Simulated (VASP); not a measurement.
A run of VASP 6.6.1 is set up as follows.

INCAR

```
SYSTEM = Lu3TiN
  ALGO = Normal
  EDIFF = 1E-6
  ENCUT = 520
  GGA = PE
  ISIF = 2
  ISMEAR = 0
  ISPIN = 2
  LASPH = .True.
  LCHARG = .False.
  LMAXMIX = 4
  LORBIT = 11
  LREAL = .False.
  LWAVE = .False.
  MAGMOM = 0 0 0 1 0
  NBANDS = 58
  NELM = 150
  PREC = Accurate
  SIGMA = 0.1
```

KPOINTS

```
k-points
0
Gamma
  6 6 4
  0 0 0
```

The input POSCAR:

```
Lu3TiN
1.0
    5.0343254800      0.0000000000      0.0000000000
   -2.5171627400      4.3598537600      0.0000000000
    0.0000000000      0.0000000000      5.0563565300
Lu Ti N
3 1 1
Direct
    0.5000000000      0.0000000000      0.0000000000
    0.0000000000      0.5000000000      0.0000000000
    0.5000000000      0.5000000000      0.0000000000
    0.0000000000      0.0000000000      0.5000000000
    0.0000000000      0.0000000000      0.0000000000
```

Potentials or basis: VASP PAW PBE potentials, release 64 (Lu, Ti_sv, N).

The run is started by

```console
$ cat potpaw_PBE.64/Lu/POTCAR potpaw_PBE.64/Ti_sv/POTCAR potpaw_PBE.64/N/POTCAR > POTCAR
$ mpirun -np 1 vasp_std > vasp.out
```

Task: Predict the net moment.

Result: 0.00 μB per cell.

Task: Predict the pressure.

Result: 10.0 GPa.

Task: Predict the band gap on the k mesh.

Result: Zero (filled and empty bands overlap).

Stress tensor (GPa, compression positive):
```
 23.82   0.00   0.00
  0.00  23.82   0.00
  0.00   0.00 -17.71
```

Caveat: the stress differs along the axes, from -18 to 24 GPa; spin-orbit coupling is left out, which moves the levels of the heavy elements.
